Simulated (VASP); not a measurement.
Wanted: the native input for a VASP 6.6.1 run.

```yaml
Task: single point
Functional: PBE
Potentials_or_basis: VASP PAW PBE potentials, release 64 (Mo_sv, N)
Cutoff: 520 eV
k_mesh: 12 × 12 × 8
Occupations: gaussian, width 0.1 eV
Spin: no spin polarisation
Dipole_correction: no
Further_INCAR_settings: ALGO = Normal; EDIFF = 1e-06; NBANDS = 57
```

The structure of Mo3N lies in POSCAR:

```
Mo3N
1.0
    5.3372676730      0.0000000000      0.0000000000
   -2.6686338365      4.6222093916      0.0000000000
    0.0000000000      0.0000000000      4.4294677008
Mo N
6 2
Direct
    0.8355322248      0.6710644495      0.2500000000
    0.1644677752      0.8355322248      0.7500000000
    0.3289355505      0.1644677752      0.2500000000
    0.1644677752      0.3289355505      0.7500000000
    0.8355322248      0.1644677752      0.2500000000
    0.6710644495      0.8355322248      0.7500000000
    0.3333333333      0.6666666667      0.2500000000
    0.6666666667      0.3333333333      0.7500000000
```

One way to write it, as run:

INCAR

```
SYSTEM = Mo3N
PREC     = Accurate       ! precision mode
ENCUT    = 520            ! plane-wave cutoff, eV
EDIFF    = 1E-6           ! SCF threshold, eV
ISMEAR   = 0              ! smearing method
SIGMA    = 0.1            ! smearing width, eV
LREAL    = .FALSE.        ! projectors in reciprocal space
LASPH    = .TRUE.         ! aspherical terms in the spheres
NELM     = 80             ! most SCF steps
ALGO     = Normal         ! electronic algorithm
ISIF     = 2              ! what is computed and relaxed
LWAVE    = .FALSE.        ! write WAVECAR
LCHARG   = .TRUE.         ! write CHGCAR
GGA      = PE             ! functional
LELF     = .TRUE.         ! ELF
LVHAR    = .TRUE.       
NBANDS   = 57             ! bands
```

KPOINTS

```
regular mesh
0
G
  12 12 8
  0 0 0
```

Potentials or basis: VASP PAW PBE potentials, release 64 (Mo_sv, N).

The run is started by

```sh
$ cat potpaw_PBE.64/Mo_sv/POTCAR potpaw_PBE.64/N/POTCAR > POTCAR
$ mpirun -np 1 vasp_std > vasp.out
```

Results of the run:

* Pressure: 0.5 GPa
* Largest force: 0.014 eV/Å
* Band gap on the k mesh: zero (band 47 reaches 12.56 eV, above the bottom of band 48 at 11.36 eV)

Wall time 9.6 min on 1 thread of Intel Xeon 6975P-C, on a shared host, peak memory 0.52 GiB.
